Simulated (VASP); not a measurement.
# InSe2 (P4/nmm) in VASP: notebook, part 2 of 2

VASP 6.6.1. The steps go on from the part before.

## Step 3: Single point, PBEsol (strain -0.080 along x and y, +0.080 along z)

File INCAR:

```
ALGO     = Normal         # electronic algorithm
EDIFF    = 1E-6           # SCF threshold, eV
ENCUT    = 520            # plane-wave cutoff, eV
GGA      = PS             # functional
ISIF     = 2              # what is computed and relaxed
ISMEAR   = 0              # smearing method
LASPH    = T              # aspherical terms in the spheres
LCHARG   = T              # write CHGCAR
LELF     = T              # ELF
LREAL    = F              # projectors in reciprocal space
LVHAR    = T            
LWAVE    = F              # write WAVECAR
NBANDS   = 34             # bands
NELM     = 60             # most SCF steps
PREC     = Accurate       # precision mode
SIGMA    = 0.15           # smearing width, eV
```

File KPOINTS:

```
k-points
0
Gamma
  12 12 6
```

File POSCAR:

```
InSe2
1.0
    3.5261623355      0.0000000000      0.0000000000
    0.0000000000      3.5261623355      0.0000000000
    0.0000000000      0.0000000000     10.0877542551
In Se
2 4
Direct
    0.0000000000      0.5000000000      0.7051148767
    0.5000000000      0.0000000000      0.2948851233
    0.0000000000      0.5000000000      0.3669879178
    0.5000000000      0.0000000000      0.6330120822
    0.0000000000      0.0000000000      0.0000000000
    0.5000000000      0.5000000000      0.0000000000
```

Potentials or basis: VASP PAW PBE potentials, release 64 (In_d, Se).

On the command line:

```console
$ cat potpaw_PBE.64/In_d/POTCAR potpaw_PBE.64/Se/POTCAR > POTCAR
$ mpirun -np 1 vasp_std > vasp.out
```

OUTCAR:

```text
EDIFF = 1E-6
   ENCUT = 520
   GGA = PS
   ISIF = 2
   ISMEAR = 0
   LASPH = T
   LREAL = F
   NELM = 60
   PREC = Accurate

 ion  position               nearest neighbor table
   1  0.000  0.500  0.705-   4 2.60   4 2.60   4 2.60   4 2.60
   2  0.500  0.000  0.295-   3 2.60   3 2.60   3 2.60   3 2.60
   3  0.000  0.500  0.367-   2 2.60   2 2.60   2 2.60   2 2.60
   4  0.500  0.000  0.633-   1 2.60   1 2.60   1 2.60   1 2.60
   5  0.000  0.000  0.000-   6 2.49   6 2.49   6 2.49   6 2.49
   6  0.500  0.500  0.000-   5 2.49   5 2.49   5 2.49   5 2.49
[... 1098 lines left out ...]
  -------------------------------------------------------------------------------------
  Total       20.2635486     20.2635486     -0.6389248      0.0000000     -0.0000000      0.0000000
  in kB      258.8373749    258.8373749     -8.1613356      0.0000000     -0.0000000      0.0000000
  external PRESSURE =     169.8378047 kB  Pullay stress =       0.0000000 kB

 VOLUME and BASIS-vectors are now :
 -----------------------------------------------------------------------------
  energy-cutoff  :      520.00
  volume of cell :      125.43
      direct lattice vectors                 reciprocal lattice vectors
     3.526162336  0.000000000  0.000000000     0.283594431  0.000000000  0.000000000
     0.000000000  3.526162336  0.000000000     0.000000000  0.283594431  0.000000000
     0.000000000  0.000000000 10.087754255     0.000000000  0.000000000  0.099130091

 POSITION                                       TOTAL-FORCE (eV/Angst)
 -----------------------------------------------------------------------------------
      0.00000      1.76308      7.11303         0.000000      0.000000      1.105345
      1.76308      0.00000      2.97473        -0.000000      0.000000     -1.105345
      0.00000      1.76308      3.70208        -0.000000      0.000000      0.527261
      1.76308      0.00000      6.38567         0.000000      0.000000     -0.527261
      0.00000      0.00000      0.00000         0.000000      0.000000      0.000000
      1.76308      1.76308      0.00000         0.000000     -0.000000      0.000000
 -----------------------------------------------------------------------------------
    total drift:                                0.000000      0.000000      0.000000

  FREE ENERGIE OF THE ION-ELECTRON SYSTEM (eV)
  ---------------------------------------------------
  free  energy   TOTEN  =       -21.2099246979 eV

  energy  without entropy=      -21.1913761190  energy(sigma->0) =      -21.20065041
```

OSZICAR:

```text
N       E                     dE             d eps       ncg     rms          rms(c)
DAV:   1     0.472084432583E+03    0.47208E+03   -0.22526E+04  7624   0.168E+03
DAV:   2     0.427200740709E+02   -0.42936E+03   -0.40965E+03  7800   0.418E+02
DAV:   3    -0.183584238281E+02   -0.61078E+02   -0.58238E+02  9486   0.156E+02
DAV:   4    -0.216428179971E+02   -0.32844E+01   -0.32306E+01  9298   0.343E+01
DAV:   5    -0.217552736481E+02   -0.11246E+00   -0.11223E+00 10810   0.675E+00    0.116E+01
DAV:   6    -0.212688802323E+02    0.48639E+00   -0.67271E-01 10846   0.142E+01    0.681E+00
DAV:   7    -0.212182933799E+02    0.50587E-01   -0.54733E-01 11638   0.775E+00    0.101E+00
DAV:   8    -0.212098668746E+02    0.84265E-02   -0.11175E-01 11822   0.394E+00    0.717E-01
DAV:   9    -0.212100050253E+02   -0.13815E-03   -0.11064E-02 10166   0.519E-01    0.329E-01
DAV:  10    -0.212099347328E+02    0.70292E-04   -0.99585E-04 11270   0.483E-01    0.154E-01
DAV:  11    -0.212099320507E+02    0.26821E-05   -0.23585E-04 11764   0.201E-01    0.329E-02
DAV:  12    -0.212099255824E+02    0.64683E-05   -0.36174E-05 11182   0.452E-02    0.191E-02
DAV:  13    -0.212099246979E+02    0.88448E-06   -0.71702E-06  8776   0.145E-02
   1 F= -.21209925E+02 E0= -.21200650E+02  d E =-.185486E-01
```

stdout:

```text
POSCAR found type information on POSCAR InSe
 POSCAR found :  2 types and       6 ions
 scaLAPACK will be used
 -----------------------------------------------------------------------------
|                                                                             |
|                                                                             |
|     You enforced a specific xc type in the INCAR file but a different       |
|     I HOPE YOU KNOW WHAT YOU ARE DOING!                                     |
|                                                                             |
 -----------------------------------------------------------------------------

 LDA part: xc-table for (Slater+PW92), standard interpolation
 POSCAR, INCAR and KPOINTS ok, starting setup
 FFT: planning ... GRIDC
 FFT: planning ... GRID_SOFT
 FFT: planning ... GRID
 WAVECAR not read
 entering main loop
```

Run time: 4.3 min. Hardware: 1 thread of Intel Xeon 6975P-C (Granite Rapids), shared host; peak memory 0.51 GiB.

What came out:

- Free energy: -21.2099 eV
- Pressure: 17.0 GPa
- Largest force: 1.105 eV/Å
- Band gap on the k mesh: zero (band 25 reaches 7.97 eV, above the bottom of band 26 at 5.04 eV)

Forces in eV/Å, atoms in the order of the input:
```
In   0.000  0.000  1.105
In   0.000  0.000 -1.105
Se   0.000  0.000  0.527
Se   0.000  0.000 -0.527
Se   0.000  0.000  0.000
Se   0.000  0.000  0.000
```

Caveat: the cell differs from its parent crystal (strain -0.080 along x and y, +0.080 along z); the PAW data sets were made with another functional, which shifts forces and pressure a little; spin-orbit coupling is left out, which moves the levels of the heavy elements.
